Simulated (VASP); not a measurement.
Input of a VASP 6.6.1 run:

File INCAR:

```
  ALGO = Fast
  EDIFF = 1E-7
  EDIFFG = -0.005
  ENCUT = 600
  GGA = PE
  IBRION = 2
  ISIF = 3
  ISMEAR = 0
  LASPH = True
  LCHARG = False
  LREAL = False
  LWAVE = False
  NELM = 60
  NSW = 100
  PREC = Accurate
  SIGMA = 0.1
```

Contents of KPOINTS:

```
k-points
0
Gamma
  12 12 12
```

The input POSCAR:

```
Sr
1.0
   -2.4250000000      2.4250000000      2.4250000000
    2.4250000000     -2.4250000000      2.4250000000
    2.4250000000      2.4250000000     -2.4250000000
Sr
1
Direct
    0.0000000000      0.0000000000      0.0000000000
```

Potentials or basis: VASP PAW PBE potentials, release 64 (Sr_sv).

Command:

```sh
$ cat potpaw_PBE.64/Sr_sv/POTCAR > POTCAR
$ mpirun -np 1 vasp_std > vasp.out
```

Question: Predict the band gap on the k mesh.

Answer: Zero (bands 5 and 6 overlap by 0.51 eV).

Question: What does it give for the relaxed volume?

Answer: 53.91 Å³/atom.

Question: Estimate the relaxed cell.

Answer: a = 4.122 Å, b = 4.122 Å, c = 4.122 Å, α = 109.47°, β = 109.47°, γ = 109.47°.

Question: Estimate the space group after relaxing (to 0.1 Å).

Answer: Im-3m (No. 229).

Final structure:
```cif
data_structure
_symmetry_space_group_name_H-M 'P 1'
_symmetry_Int_Tables_number 1
_cell_length_a 4.1220
_cell_length_b 4.1220
_cell_length_c 4.1220
_cell_angle_alpha 109.471
_cell_angle_beta 109.471
_cell_angle_gamma 109.471
_cell_volume 53.91
loop_
_atom_site_label
_atom_site_type_symbol
_atom_site_fract_x
_atom_site_fract_y
_atom_site_fract_z
_atom_site_occupancy
Sr1 Sr 0.00000 0.00000 0.00000 1
```
